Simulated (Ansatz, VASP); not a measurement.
## Cs in VASP and in Ansatz

INCAR

```
  PREC = Accurate
  ENCUT = 520
  EDIFF = 1E-6
  ISMEAR = 0
  SIGMA = 0.1
  LREAL = False
  LASPH = True
  NELM = 100
  ALGO = Normal
  ISIF = 2
  LWAVE = False
  LCHARG = True
  LELF = True
  LVHAR = True
  NBANDS = 10
```

The input KPOINTS:

```
Automatic mesh
0
Gamma
  8 8 8
```

Contents of POSCAR:

```
Cs
1.0
   -2.8840810378      2.8840810378      2.8840810378
    2.8840810378     -2.8840810378      2.8840810378
    2.8840810378      2.8840810378     -2.8840810378
Cs
1
Direct
    0.0000000000      0.0000000000      0.0000000000
```

Input for Ansatz:

```yaml
crystal:
  lattice:
    - [-2.8840810378, 2.8840810378, 2.8840810378]
    - [2.8840810378, -2.8840810378, 2.8840810378]
    - [2.8840810378, 2.8840810378, -2.8840810378]
  atoms:
    - { symbol: Cs, position: [0.0, 0.0, 0.0] }
hamiltonian:
  xc: lda
  pseudopotentials:
    kind: paw
    azcp:
      Cs: "pseudopotentials/Cs.paw.azcp"
basis:
  ecutwfc: 420
  fft_grid_basis: typed
kpoints:
  mp_grid: { grid: [8, 8, 8], shift: [0, 0, 0] }
magnetization:
  spin_polarized: false
scf:
  occupations: { method: gaussian, width: 0.1 }
  lower_state_search: "off"
output:
  stress: true
```

Alike in both runs: task single point; functional LDA; k mesh 8 × 8 × 8; occupations gaussian, width 0.1 eV; no spin polarisation.

|  | VASP | Ansatz |
| --- | --- | --- |
| version | VASP 6.6.1 | Ansatz 0.2.0 |
| potentials or method | VASP PAW LDA potentials, release 64 (Cs_sv), cutoff 520 eV | plane waves (420 eV) with PAW, scalar-relativistic |
| valence electrons in the cell | 9 | 9 |

|  | VASP | Ansatz | Ansatz less VASP |
| --- | --- | --- | --- |
| pressure (GPa) | 0.0 | 0.0 | +0.01 |

Ansatz warns that its potentials were made for another functional, while VASP's fit it. LDA's correlation is that of Perdew and Zunger in VASP and of Perdew and Wang (1992) in Ansatz.

Spin-orbit coupling is off throughout.
